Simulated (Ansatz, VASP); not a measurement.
One calculation of CdF2, two programs

```xyz
3
Lattice="0.0000 2.6940 2.6940 2.6940 0.0000 2.6940 2.6940 2.6940 0.0000" Properties=species:S:1:pos:R:3 pbc="T T T"
Cd    0.0000    0.0000    0.0000
F     1.3470    1.3470    1.3470
F     4.0410    4.0410    4.0410
```

Alike in both runs: task single point; functional PBE; dispersion D3(BJ); k mesh 8 × 8 × 8; occupations gaussian, width 0.02 eV; no spin polarisation.

|  | VASP | Ansatz |
| --- | --- | --- |
| version | VASP 6.6.1 | Ansatz 0.2.0 |
| potentials or method | VASP PAW PBE potentials, release 64 (Cd, F), cutoff 520 eV | scalar-relativistic, plane waves, PAW |
| valence electrons in the cell | 26 | 34 |

Ansatz gave:

- gap on the k mesh at the Fermi level (eV): 3.10
- least direct gap on the mesh (eV): 3.60
- pressure (GPa): 3.4

What did VASP give for the same quantities?

gap on the k mesh at the Fermi level (eV): 3.07; least direct gap on the mesh (eV): 3.57; pressure (GPa): 4.1.

VASP's potentials hold 26 valence electrons a cell and Ansatz's 34, so a difference there can come from the potentials and not from the codes.
